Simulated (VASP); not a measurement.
GaAs, 2 atoms in the cell. The structure is cubic, space group F-43m (No. 216). Conventional cell: a = 5.577 Å, b = 5.577 Å, c = 5.577 Å, α = 90.00°, β = 90.00°, γ = 90.00°. Ga (site symmetry -43m) has 4 As at 2.41 Å within 3.2 Å. As (site symmetry -43m) has 4 Ga at 2.41 Å within 3.2 Å. 

```yaml
Program: VASP 6.6.1
Task: vibrations by perturbation theory
Functional: PBE
Potentials_or_basis: VASP PAW PBE potentials, release 64 (Ga_d, As)
Cutoff: 500 eV
k_mesh: 12 × 12 × 12
Occupations: gaussian, width 0.02 eV
Spin: no spin polarisation
Dipole_correction: no
Further_INCAR_settings: ALGO = Normal; EDIFF = 1e-08; IBRION = 8; NSW = 1
```

Potentials or basis: VASP PAW PBE potentials, release 64 (Ga_d, As).

The run is started by

```sh
$ cat potpaw_PBE.64/Ga_d/POTCAR potpaw_PBE.64/As/POTCAR > POTCAR
$ mpirun -np 1 vasp_std > vasp.out
```

Hardware: 1 thread of Intel Xeon 8259CL (shared host).

Question: How long does it take, and how much memory?

Answer: Wall time 20 min on 1 thread of Intel Xeon 8259CL, on a shared host, peak memory 0.46 GiB. Counts: scf iterations 47, k points 72.
